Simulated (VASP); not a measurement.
# Ni (Fm-3m) in VASP: notebook, part 2 of 2

VASP 6.6.1. The steps go on from the part before.

**3. Electric field gradients, PBE, collinear spin, ferromagnetic start (10.94 Å³/atom)**

This run uses another cell than the first one, of 10.94 Å³/atom.

Input file INCAR:

```
ALGO     = Normal         # electronic algorithm
EDIFF    = 1E-8           # SCF threshold, eV
ENCUT    = 520            # plane-wave cutoff, eV
GGA      = PE             # functional
ISIF     = 2              # what is computed and relaxed
ISMEAR   = -1             # smearing method
ISPIN    = 2              # spin polarisation
LASPH    = T              # aspherical terms in the spheres
LCHARG   = F              # write CHGCAR
LEFG     = T            
LMAXMIX  = 4              # l up to which the mixer works
LORBIT   = 11             # projections on sites
LREAL    = F              # projectors in reciprocal space
LWAVE    = F              # write WAVECAR
MAGMOM   = 1.5            # initial moments
NBANDS   = 15             # bands
NELM     = 150            # most SCF steps
PREC     = Accurate       # precision mode
SIGMA    = 0.05           # smearing width, eV
```

Input file KPOINTS:

```
k-points
0
Gamma
  20 20 20
```

Input file POSCAR:

```
Ni
1.0
    0.0000000000      1.7620370796      1.7620370796
    1.7620370796      0.0000000000      1.7620370796
    1.7620370796      1.7620370796      0.0000000000
Ni
1
Direct
    0.0000000000      0.0000000000      0.0000000000
```

Potentials or basis: VASP PAW PBE potentials, release 64 (Ni).

Run with:

```bash
cat potpaw_PBE.64/Ni/POTCAR > POTCAR
mpirun -np 1 vasp_std > vasp.out
```

OUTCAR:

```text
EDIFF = 1E-8
   ENCUT = 520
   GGA = PE
   ISIF = 2
   ISMEAR = -1
   ISPIN = 2
   LASPH = T
   LORBIT = 11
   LREAL = F
   NELM = 150
   PREC = Accurate

 ion  position               nearest neighbor table
   1  0.000  0.000  0.000-

  LATTYP: Found a face centered cubic cell.
 ALAT       =     3.5240741592

  Lattice vectors:

 A1 = (   0.0000000000,   1.7620370796,   1.7620370796)
 A2 = (   1.7620370796,   0.0000000000,   1.7620370796)
 A3 = (   1.7620370796,   1.7620370796,   0.0000000000)

Analysis of symmetry for initial positions (statically):
=====================================================================
 Subroutine PRICEL returns:
 Original cell was already a primitive cell.

 Routine SETGRP: Setting up the symmetry group for a
 face centered cubic supercell.

 Subroutine GETGRP returns: Found 48 space group operations
 (whereof 48 operations were pure point group operations)
 out of a pool of 48 trial point group operations.

The static configuration has the point symmetry O_h .

Analysis of symmetry for dynamics (positions and initial velocities):
=====================================================================
 Subroutine PRICEL returns:
 Original cell was already a primitive cell.

 Routine SETGRP: Setting up the symmetry group for a
 face centered cubic supercell.

 Subroutine GETGRP returns: Found 48 space group operations
 (whereof 48 operations were pure point group operations)
 out of a pool of 48 trial point group operations.

The dynamic configuration has the point symmetry O_h .

Analysis of structural, dynamic, and magnetic symmetry:
=====================================================================
 Subroutine PRICEL returns:
 Original cell was already a primitive cell.

 Routine SETGRP: Setting up the symmetry group for a
 face centered cubic supercell.

 Subroutine GETGRP returns: Found 48 space group operations
 (whereof 48 operations were pure point group operations)
 out of a pool of 48 trial point group operations.

The overall configuration has the point symmetry O_h .

 Subroutine INISYM returns: Found 48 space group operations
 (whereof 48 operations are pure point group operations),
 and found     1 'primitive' translations

----------------------------------------------------------------------------------------

                                     Primitive cell

  volume of cell :      10.9415

  direct lattice vectors                    reciprocal lattice vectors
     0.000000000  1.762037080  1.762037080    -0.283762473  0.283762473  0.283762473
     1.762037080  0.000000000  1.762037080     0.283762473 -0.283762473  0.283762473
     1.762037080  1.762037080  0.000000000     0.283762473  0.283762473 -0.283762473

  length of vectors
     2.491896735  2.491896735  2.491896735     0.491491021  0.491491021  0.491491021

  position of ions in fractional coordinates (direct lattice)
     0.000000000  0.000000000  0.000000000

  ion indices of the primitive-cell ions
   primitive index   ion index
                 1           1

----------------------------------------------------------------------------------------

[... 115 lines left out ...]

 E-fermi :   9.2958     XC(G=0): -13.2224

 val. band max:        9.2956738583   @ k =   0.3500   0.2500   0.0500
 cond. band min:       9.2988091318   @ k =  -0.2500   0.3500   0.1500
 fundamental gap:      0.0031352736
 Fermi energy:         9.2958094330

 spin component 1

 k-point     1 :       0.0000    0.0000    0.0000
  band No.  band energies     occupation
      1       0.3261      1.00000
      2       6.8745      1.00000
      3       6.8745      1.00000
      4       6.8745      1.00000
      5       8.0420      1.00000
      6       8.0420      1.00000
      7      32.9735      0.00000
      8      36.7892      0.00000
      9      36.7892      0.00000
     10      36.7892      0.00000
     11      39.7088      0.00000
     12      39.7088      0.00000
     13      39.7088      0.00000
     14      42.6881      0.00000
[... 403 lines left out ...]
      4       7.1369      1.00000
      5       8.3697      1.00000
      6       8.7170      0.99999
      7      18.3930      0.00000
      8      30.9189      0.00000
      9      33.2705      0.00000
     10      35.1068      0.00000
     11      37.0972      0.00000
     12      38.9292      0.00000
     13      43.1273      0.00000
     14      49.7851      0.00000
     15      51.3810      0.00000

 [... further k-points ...]

 spin component 2

 k-point     1 :       0.0000    0.0000    0.0000
  band No.  band energies     occupation
      1       0.2902      1.00000
      2       7.6302      1.00000
      3       7.6302      1.00000
      4       7.6302      1.00000
      5       8.6304      1.00000
      6       8.6304      1.00000
      7      32.8084      0.00000
      8      36.7704      0.00000
      9      36.7704      0.00000
     10      36.7704      0.00000
     11      39.8087      0.00000
     12      39.8087      0.00000
     13      39.8087      0.00000
     14      42.5631      0.00000
[... 403 lines left out ...]
      4       7.6496      1.00000
      5       9.1014      0.97991
      6       9.4122      0.08888
      7      18.6357      0.00000
      8      30.8866      0.00000
      9      33.2675      0.00000
     10      35.2106      0.00000
     11      37.1251      0.00000
     12      38.9481      0.00000
     13      43.1890      0.00000
     14      49.8572      0.00000
     15      51.5886      0.00000

 [... further k-points ...]

------------------------ aborting loop because EDIFF is reached ----------------------------------------

  FORCE on cell =-STRESS in cart. coord.  units (eV):
  Direction    XX          YY          ZZ          XY          YZ          ZX
  --------------------------------------------------------------------------------------
  -------------------------------------------------------------------------------------
  Total       -0.0627163     -0.0627163     -0.0627163      0.0000000      0.0000000      0.0000000
  in kB       -9.1836571     -9.1836571     -9.1836571      0.0000000      0.0000000      0.0000000
  external PRESSURE =      -9.1836571 kB  Pullay stress =       0.0000000 kB

 VOLUME and BASIS-vectors are now :
 -----------------------------------------------------------------------------
  energy-cutoff  :      520.00
  volume of cell :       10.94
      direct lattice vectors                 reciprocal lattice vectors
     0.000000000  1.762037080  1.762037080    -0.283762473  0.283762473  0.283762473
     1.762037080  0.000000000  1.762037080     0.283762473 -0.283762473  0.283762473
     1.762037080  1.762037080  0.000000000     0.283762473  0.283762473 -0.283762473

 POSITION                                       TOTAL-FORCE (eV/Angst)
 -----------------------------------------------------------------------------------
      0.00000      0.00000      0.00000         0.000000      0.000000     -0.000000
 -----------------------------------------------------------------------------------
    total drift:                                0.000000      0.000000      0.000000

  FREE ENERGIE OF THE ION-ELECTRON SYSTEM (eV)
  ---------------------------------------------------
  free  energy   TOTEN  =        -5.4777630747 eV

  energy  without entropy=       -5.4635478867  energy(sigma->0) =       -5.47065548

 Electric field gradients (V/A^2)
---------------------------------------------------------------------
 ion       V_xx      V_yy      V_zz      V_xy      V_xz      V_yz
---------------------------------------------------------------------
   1      -0.000     0.000     0.000    -0.002    -0.002    -0.002
---------------------------------------------------------------------

 Electric field gradients after diagonalization (V/A^2)
 (convention: |V_zz| > |V_xx| > |V_yy|)
----------------------------------------------------------------------
 ion       V_xx      V_yy      V_zz     asymmetry (V_yy - V_xx)/ V_zz
----------------------------------------------------------------------
   1       0.002     0.002    -0.003       0.000
----------------------------------------------------------------------

           NMR quadrupolar parameters

 Cq : quadrupolar parameter    Cq=e*Q*V_zz/h
 eta: asymmetry parameters     (V_yy - V_xx)/ V_zz
 Q  : nuclear electric quadrupole moment in mb (millibarn)
----------------------------------------------------------------------
 ion       Cq(MHz)       eta       Q (mb)
----------------------------------------------------------------------
   1      -0.000       0.000       1.000
----------------------------------------------------------------------

 total charge

# of ion       s       p       d       tot
------------------------------------------
    1        0.495   0.493   8.312   9.300

 magnetization (x)

# of ion       s       p       d       tot
------------------------------------------
    1       -0.007  -0.025   0.672   0.641
```

Run time: 87 s. Hardware: 1 thread of Intel Xeon Platinum 8488C (Sapphire Rapids), shared host; peak memory 0.18 GiB.

Results:

* Free energy: -5.4778 eV
* Pressure: -0.9 GPa
* Net moment: 0.63 μB per cell
* Site moments: Ni +0.64 μB
* Largest electric field gradient by atom: under 0.05 V/Å² on every atom
* Valence electrons inside the program's atomic spheres: Ni 9.30

Levels at points of the mesh, in eV from the Fermi level:
Spin up:
```csv
k point,band 2,band 3,band 4,band 5,band 6,band 7,band 8,band 9
"(0.00, 0.00, 0.00)",-2.42,-2.42,-2.42,-1.25,-1.25,23.68,27.49,27.49
"(0.50, 0.00, 0.00)",-2.40,-2.40,-0.61,-0.61,-0.28,5.62,22.17,24.58
"(0.50, 0.50, 0.00)",-4.17,-0.55,-0.48,-0.48,2.45,9.17,14.77,14.77
```
Spin down:
| k point | band 3 | band 4 | band 5 | band 6 | band 7 | band 8 |
| --- | --- | --- | --- | --- | --- | --- |
| (0.00, 0.00, 0.00) | -1.67 | -1.67 | -0.67 | -0.67 | 23.51 | 27.47 |
| (0.50, 0.00, 0.00) | -1.78 | -0.34 | 0.15 | 0.15 | 6.05 | 22.02 |
| (0.50, 0.50, 0.00) | 0.06 | 0.39 | 0.39 | 2.40 | 9.41 | 14.78 |

**4. Electric field gradients, PBE, collinear spin, ferromagnetic start (11.27 Å³/atom)**

This run uses another cell than the first one, of 11.27 Å³/atom.

Input file INCAR:

```
SYSTEM = Ni
PREC = Accurate
ENCUT = 520
EDIFF = 1E-8
ISMEAR = -1
SIGMA = 0.05
LREAL = .FALSE.
LASPH = .TRUE.
NELM = 150
ALGO = Normal
ISIF = 2
LWAVE = .FALSE.
LCHARG = .FALSE.
ISPIN = 2
MAGMOM = 1.5
LORBIT = 11
LMAXMIX = 4
GGA = PE
LEFG = .TRUE.
NBANDS = 15
```

Input file KPOINTS:

```
Automatic mesh
0
G
  20 20 20
  0 0 0
```

Input file POSCAR:

```
Ni
1.0
    0.0000000000      1.7796586194      1.7796586194
    1.7796586194      0.0000000000      1.7796586194
    1.7796586194      1.7796586194      0.0000000000
Ni
1
Direct
    0.0000000000      0.0000000000      0.0000000000
```

Potentials or basis: VASP PAW PBE potentials, release 64 (Ni).

Run with:

```bash
cat potpaw_PBE.64/Ni/POTCAR > POTCAR
mpirun -np 1 vasp_std > vasp.out
```

OUTCAR:

```text
SYSTEM = Ni
   PREC = Accurate
   ENCUT = 520
   EDIFF = 1E-8
   ISMEAR = -1
   LREAL = .FALSE.
   LASPH = .TRUE.
   NELM = 150
   ISIF = 2
   ISPIN = 2
   LORBIT = 11
   GGA = PE

 ion  position               nearest neighbor table
   1  0.000  0.000  0.000-

  LATTYP: Found a face centered cubic cell.
 ALAT       =     3.5593172388

  Lattice vectors:

 A1 = (   0.0000000000,   1.7796586194,   1.7796586194)
 A2 = (   1.7796586194,   0.0000000000,   1.7796586194)
 A3 = (   1.7796586194,   1.7796586194,   0.0000000000)

Analysis of symmetry for initial positions (statically):
=====================================================================
 Subroutine PRICEL returns:
 Original cell was already a primitive cell.

 Routine SETGRP: Setting up the symmetry group for a
 face centered cubic supercell.

 Subroutine GETGRP returns: Found 48 space group operations
 (whereof 48 operations were pure point group operations)
 out of a pool of 48 trial point group operations.
[... 1069 lines left out ...]
     1.779658619  0.000000000  1.779658619     0.280952759 -0.280952759  0.280952759
     1.779658619  1.779658619  0.000000000     0.280952759  0.280952759 -0.280952759

 POSITION                                       TOTAL-FORCE (eV/Angst)
 -----------------------------------------------------------------------------------
      0.00000      0.00000      0.00000        -0.000000      0.000000     -0.000000
 -----------------------------------------------------------------------------------
    total drift:                                0.000000      0.000000      0.000000

  FREE ENERGIE OF THE ION-ELECTRON SYSTEM (eV)
  ---------------------------------------------------
  free  energy   TOTEN  =        -5.4701840535 eV

  energy  without entropy=       -5.4554745544  energy(sigma->0) =       -5.46282930

 Electric field gradients (V/A^2)
---------------------------------------------------------------------
 ion       V_xx      V_yy      V_zz      V_xy      V_xz      V_yz
---------------------------------------------------------------------
   1      -0.000     0.000    -0.000    -0.001    -0.001    -0.001
---------------------------------------------------------------------

 Electric field gradients after diagonalization (V/A^2)
 (convention: |V_zz| > |V_xx| > |V_yy|)
----------------------------------------------------------------------
 ion       V_xx      V_yy      V_zz     asymmetry (V_yy - V_xx)/ V_zz
----------------------------------------------------------------------
   1       0.001     0.001    -0.003       0.000
----------------------------------------------------------------------

           NMR quadrupolar parameters

 Cq : quadrupolar parameter    Cq=e*Q*V_zz/h
 eta: asymmetry parameters     (V_yy - V_xx)/ V_zz
 Q  : nuclear electric quadrupole moment in mb (millibarn)
----------------------------------------------------------------------
 ion       Cq(MHz)       eta       Q (mb)
----------------------------------------------------------------------
   1      -0.000       0.000       1.000
----------------------------------------------------------------------

 total charge

# of ion       s       p       d       tot
------------------------------------------
    1        0.483   0.467   8.299   9.249

 magnetization (x)

# of ion       s       p       d       tot
------------------------------------------
    1       -0.007  -0.025   0.680   0.648
```

OSZICAR:

```text
N       E                     dE             d eps       ncg     rms          rms(c)
DAV:   1     0.333757836615E+02    0.33376E+02   -0.42113E+03 16187   0.850E+02
DAV:   2    -0.498191897250E+01   -0.38358E+02   -0.35517E+02 17726   0.161E+02
DAV:   3    -0.643471434805E+01   -0.14528E+01   -0.14442E+01 18573   0.309E+01
DAV:   4    -0.644427884499E+01   -0.95645E-02   -0.95627E-02 18992   0.238E+00
DAV:   5    -0.644441173368E+01   -0.13289E-03   -0.13289E-03 19129   0.250E-01    0.999E+00
DAV:   6    -0.586809443249E+01    0.57632E+00   -0.13944E+01 22234   0.416E+01    0.646E+00
DAV:   7    -0.548527299892E+01    0.38282E+00   -0.27377E+00 20892   0.162E+01    0.175E+00
DAV:   8    -0.547388030054E+01    0.11393E-01   -0.20516E-02 18231   0.896E-01    0.936E-01
DAV:   9    -0.547088633282E+01    0.29940E-02   -0.21677E-03 24549   0.289E-01    0.291E-01
DAV:  10    -0.547018306626E+01    0.70327E-03   -0.10217E-03 24375   0.187E-01    0.366E-02
DAV:  11    -0.547018300201E+01    0.64250E-07   -0.17007E-05 21036   0.282E-02    0.269E-02
DAV:  12    -0.547018425125E+01   -0.12492E-05   -0.23250E-06 23017   0.844E-03    0.743E-03
DAV:  13    -0.547018383759E+01    0.41366E-06   -0.97717E-08 19695   0.351E-03    0.251E-03
DAV:  14    -0.547018411602E+01   -0.27843E-06   -0.25548E-08 16809   0.970E-04    0.640E-04
DAV:  15    -0.547018405254E+01    0.63480E-07   -0.76168E-09 13826   0.646E-04    0.341E-04
DAV:  16    -0.547018405349E+01   -0.95156E-09   -0.30154E-10 10585   0.186E-04
   1 F= -.54701841E+01 E0= -.54628293E+01  d E =-.147095E-01  mag=     0.6331
```

stdout:

```text
POSCAR found type information on POSCAR Ni
 POSCAR found :  1 types and       1 ions
 scaLAPACK will be used
 LDA part: xc-table for (Slater+PW92), standard interpolation
 POSCAR, INCAR and KPOINTS ok, starting setup
 FFT: planning ... GRIDC
 FFT: planning ... GRID_SOFT
 FFT: planning ... GRID
 WAVECAR not read
 entering main loop
ion   1
```

It took 96 s on 1 thread of Intel Xeon Platinum 8488C (Sapphire Rapids), shared host; peak memory 0.18 GiB.

What came out:

| Property | Result |
| --- | --- |
| Free energy | -5.4702 eV |
| Pressure | -6.2 GPa |
| Net moment | 0.63 μB per cell |
| Site moments | Ni +0.65 μB |
| Largest electric field gradient by atom | under 0.05 V/Å² on every atom |
| Valence electrons inside the program's atomic spheres | Ni 9.25 |

Caveat: the cell stands under tension.

**5. The runs side by side**

| cell | gap on the mesh (eV) | pressure (GPa) | moment (μB) |
| --- | --- | --- | --- |
| a = 2.466 Å, angles 60.0°, 1 atom | none | 5.5 | 0.62 |
| a = 2.492 Å, angles 60.0°, 1 atom | none | -0.9 | 0.63 |
| a = 2.517 Å, angles 60.0°, 1 atom | none | -6.2 | 0.63 |

Alike in all rows: task electric field gradients; level PBE; potentials or basis VASP PAW PBE potentials, release 64 (Ni); spin collinear, ferromagnetic start; k mesh 20 × 20 × 20; cutoff (eV) 520; smearing fermi-dirac 0.05 eV.

Caveats: the cell stands under pressure (at least some runs); the cell stands under tension (at least some runs).

Total energies depend on the potentials used, so only differences within one code and one set of settings carry meaning.
